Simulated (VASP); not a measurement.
Write the native input for VASP 6.6.1 that does the following.

- Task: relaxation of cell and atoms
- Functional: PBE
- Potentials or basis: VASP PAW PBE potentials, release 64 (Ti_sv, B, Mo_sv, C)
- Cutoff: 600 eV
- k mesh: 6 × 6 × 4
- Occupations: gaussian, width 0.1 eV
- Spin: no spin polarisation
- Dipole correction: no
- Further INCAR settings: ALGO = Normal; EDIFF = 1e-06; IBRION = 2; EDIFFG = -0.04; NSW = 90; ISIF = 3

The structure of TiBMoC2 lies in POSCAR:

```
TiBMoC2
1.0
    3.6524850700      0.0000000000      0.0000000000
   -1.8262425400      3.1631448600      0.0000000000
    0.0000000000      0.0000000000      5.4776991000
Ti B Mo C
1 1 1 2
Direct
    0.0000000000      0.0000000000      0.1678124600
    0.0000000000      0.0000000000      0.8976864900
    0.0000000000      0.0000000000      0.5309774100
    0.3333333300      0.6666666700      0.9292185500
    0.6666666700      0.3333333300      0.9292185500
```

The cell was generated, and may not be a known phase.

The input as run:

INCAR

```
SYSTEM = TiBMoC2
  PREC = Accurate
  ENCUT = 600
  EDIFF = 1E-6
  ISMEAR = 0
  SIGMA = 0.1
  LREAL = .False.
  LASPH = .True.
  NELM = 60
  ALGO = Normal
  ISIF = 3
  LWAVE = .False.
  LCHARG = .False.
  GGA = PE
  IBRION = 2
  NSW = 90
  EDIFFG = -0.04
```

KPOINTS

```
regular mesh
0
Gamma
  6 6 4
  0 0 0
```

Potentials or basis: VASP PAW PBE potentials, release 64 (Ti_sv, B, Mo_sv, C).

The run is started by

```bash
$ cat potpaw_PBE.64/Ti_sv/POTCAR potpaw_PBE.64/B/POTCAR potpaw_PBE.64/Mo_sv/POTCAR potpaw_PBE.64/C/POTCAR > POTCAR
$ mpirun -np 1 vasp_std > vasp.out
```

It gave:

```json
{"Relaxed volume": "10.50 Å³/atom", "Relaxed cell": "a = 2.902 Å, b = 2.902 Å, c = 7.203 Å, α = 90.00°, β = 90.00°, γ = 120.00°", "Space group after relaxing (to 0.1 Å)": "P6mm (No. 183)", "Energy gained by relaxing": "1778.0 meV/atom", "Ionic steps": "25", "Pressure after relaxing": "-0.1 GPa", "Largest force after relaxing": "0.015 eV/Å", "Band gap on the k mesh": "zero (an odd number of electrons rules out a gap without spin polarisation)"}
```

Caveat: the volume moved by over 15 % at a fixed basis, so the end points are rough; an odd number of electrons without spin polarisation forces a metal; a magnetic or distorted state may lie lower.

It took 20 min on 1 thread of Intel Xeon 8259CL, on a shared host, peak memory 0.25 GiB.
